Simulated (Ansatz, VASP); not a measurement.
# IrSe in VASP and in Ansatz

The input INCAR:

```
  PREC = Accurate
  ENCUT = 520
  EDIFF = 1E-6
  ISMEAR = 0
  SIGMA = 0.05
  LREAL = False
  LASPH = True
  NELM = 100
  ALGO = Normal
  ISIF = 2
  LWAVE = False
  LCHARG = False
  GGA = PE
  NBANDS = 14
```

Contents of KPOINTS:

```
regular mesh
0
Gamma
  10 10 10
```

The input POSCAR:

```
IrSe
1.0
    0.0000000000      2.7820649878      2.7820649878
    2.7820649878      0.0000000000      2.7820649878
    2.7820649878      2.7820649878      0.0000000000
Ir Se
1 1
Direct
    0.0000000000      0.0000000000      0.0000000000
    0.2500000000      0.2500000000      0.2500000000
```

Input for Ansatz:

```yaml
crystal:
  lattice:
    - [0.0, 2.7820649878, 2.7820649878]
    - [2.7820649878, 0.0, 2.7820649878]
    - [2.7820649878, 2.7820649878, 0.0]
  atoms:
    - { symbol: Ir, position: [0.0, 0.0, 0.0] }
    - { symbol: Se, position: [0.25, 0.25, 0.25] }
basis:
  ecutwfc: 420
  ecutrho_ratio: 4
kpoints:
  mp_grid: { grid: [10, 10, 10] }
  band_path:
    path:
      - [[0.0, 0.0, 0.0], [-0.5, -0.5, 0.0], [-0.375, -0.375, 0.25]]
      - [[-0.375, 0.0, 0.375], [0.0, 0.0, 0.0], [0.0, 0.0, 0.5], [-0.5, -0.25, 0.25], [-0.5, -0.5, 0.0]]
    npoints: 14
hamiltonian:
  xc: pbe
scf:
  occupations: { method: gaussian, width: 0.05 }
  n_extra_bands: 11
output:
  forces: true
  stress: true
  eigenvalues: true
  populations: true
  dos: { projected: true, de: 0.02, nscf_kmesh: { grid: [15, 15, 15] } }
  bader: true
  write_density: true
  write_potential: true
  elf: true
  volumetric_format: npy
```

Alike in both runs: task single point; functional PBE; k mesh 10 × 10 × 10; occupations gaussian, width 0.05 eV; no spin polarisation.

|  | VASP | Ansatz |
| --- | --- | --- |
| version | VASP 6.6.1 | Ansatz 0.2.0 |
| potentials or method | VASP PAW PBE potentials, release 64 (Ir, Se), cutoff 520 eV | scalar-relativistic, plane waves, PAW |
| valence electrons in the cell | 15 | 33 |

VASP gave:

- gap on the k mesh at the Fermi level (eV): none
- pressure (GPa): 0.3

Problem. Estimate Ansatz's values.

Solution. gap on the k mesh at the Fermi level (eV): none; pressure (GPa): 0.0.

A gap of «none» marks a metal or a gap that the smearing closes. VASP's potentials hold 15 valence electrons a cell and Ansatz's 33, so a difference there can come from the potentials and not from the codes.

Spin-orbit coupling is off throughout.
